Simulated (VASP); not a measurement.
**PbSe: relaxation of cell and atoms with PBE+D4**

The system is PbSe.

```
CELL_PARAMETERS angstrom
0.00000 6.46831 3.07157
3.07165 0.00000 3.07157
3.07165 6.46831 0.00000
ATOMIC_POSITIONS crystal
Pb 0.13196 0.85110 0.14890
Pb 0.85110 0.13196 0.86804
Se 0.63382 0.34911 0.65089
Se 0.34911 0.63382 0.36618
```

| Property | Result |
| --- | --- |
| Program | VASP 6.6.1 |
| Task | relaxation of cell and atoms |
| Functional | PBE |
| Dispersion | D4 |
| Potentials or basis | VASP PAW PBE potentials, release 64 (Pb_d, Se) |
| Cutoff | 600 eV |
| k mesh | 6 × 6 × 6 |
| Occupations | fermi-dirac, width 0.02 eV |
| Spin | no spin polarisation |
| Dipole correction | no |
| Further INCAR settings | ALGO = Normal; EDIFF = 1e-06; IBRION = 2; EDIFFG = -0.005; NSW = 80; ISIF = 3 |

```json
{"Relaxed volume": "30.54 Å³/atom", "Relaxed cell": "a = 7.163 Å, b = 4.345 Å, c = 7.163 Å, α = 72.34°, β = 35.31°, γ = 72.34°", "Space group after relaxing (to 0.1 Å)": "I4/mmm (No. 139)", "Ionic steps": "2", "Pressure after relaxing": "0.0 GPa", "Largest force after relaxing": "0.003 eV/Å", "Band gap on the k mesh": "0.59 eV (least direct gap 1.11 eV)", "Dispersion energy per atom": "-0.377 eV"}
```

Forces on the atoms (eV/Å):
```
Pb   0.000  0.003  0.000
Pb   0.000 -0.003  0.000
Se   0.000  0.000  0.000
Se   0.000  0.000  0.000
```

Final structure:
```
Pb Se
1.0
     0.00000    6.47026    3.07239
     3.07238    0.00000    3.07239
     3.07238    6.47026    0.00000
Pb Se
2 2
Direct
  0.13194 0.85112 0.14888
  0.85112 0.13194 0.86806
  0.63380 0.34914 0.65086
  0.34914 0.63380 0.36620
```

Levels at points of the mesh, in eV from the valence-band top:
```
           k point  band 16  band 17  band 18  band 19  band 20  band 21  band 22  band 23  band 24
(0.00, 0.00, 0.00)    -2.70    -2.70    -1.91    -1.91     0.00     3.69     4.37     4.37     4.42
(0.50, 0.00, 0.00)    -2.09    -1.36    -1.19    -0.64    -0.28     1.07     1.59     1.94     2.42
(0.50, 0.50, 0.00)    -4.35    -3.43    -3.00    -2.50    -0.96     2.19     4.12     4.62     5.63
(0.50, 0.00, 0.50)    -2.91    -2.38    -1.62    -1.62    -1.33     0.59     4.04     5.02     5.02
(0.00, 0.50, 0.50)    -4.35    -3.43    -3.00    -2.50    -0.96     2.19     4.12     4.62     5.63
```

Run time: 8.7 min on 1 thread of Intel Xeon 8259CL (shared host), peak memory 0.43 GiB.

Caveat: spin-orbit coupling is left out, which moves the levels of the heavy elements. A k mesh can miss the band edges.
